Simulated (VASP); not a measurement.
Here is a VASP 6.6.1 calculation.

File INCAR:

```
ALGO     = Fast           # electronic algorithm
EDIFF    = 1E-6           # SCF threshold, eV
ENCUT    = 520            # plane-wave cutoff, eV
GGA      = PE             # functional
ISIF     = 2              # what is computed and relaxed
ISMEAR   = 0              # smearing method
LASPH    = T              # aspherical terms in the spheres
LCHARG   = T              # write CHGCAR
LELF     = T              # ELF
LREAL    = F              # projectors in reciprocal space
LVHAR    = T            
LWAVE    = F              # write WAVECAR
NBANDS   = 18             # bands
NELM     = 100            # most SCF steps
PREC     = Accurate       # precision mode
SIGMA    = 0.15           # smearing width, eV
```

File KPOINTS:

```
k-points
0
Gamma
  12 12 12
```

The input POSCAR:

```
ScAl3
1.0
    4.1053305959      0.0000000000      0.0000000000
    0.0000000000      4.1053305959      0.0000000000
    0.0000000000      0.0000000000      4.1053305959
Sc Al
1 3
Direct
    0.0000000000      0.0000000000      0.0000000000
    0.5000000000      0.0000000000      0.5000000000
    0.0000000000      0.5000000000      0.5000000000
    0.5000000000      0.5000000000      0.0000000000
```

Potentials or basis: VASP PAW PBE potentials, release 64 (Sc_sv, Al).

Run with:

```sh
$ cat potpaw_PBE.64/Sc_sv/POTCAR potpaw_PBE.64/Al/POTCAR > POTCAR
$ mpirun -np 1 vasp_std > vasp.out
```

(1) What does it give for the pressure?

(2) What does it give for the band gap on the k mesh?

Answers

(1) 0.0 GPa.

(2) zero (band 10 reaches 8.08 eV, above the bottom of band 11 at 4.21 eV).
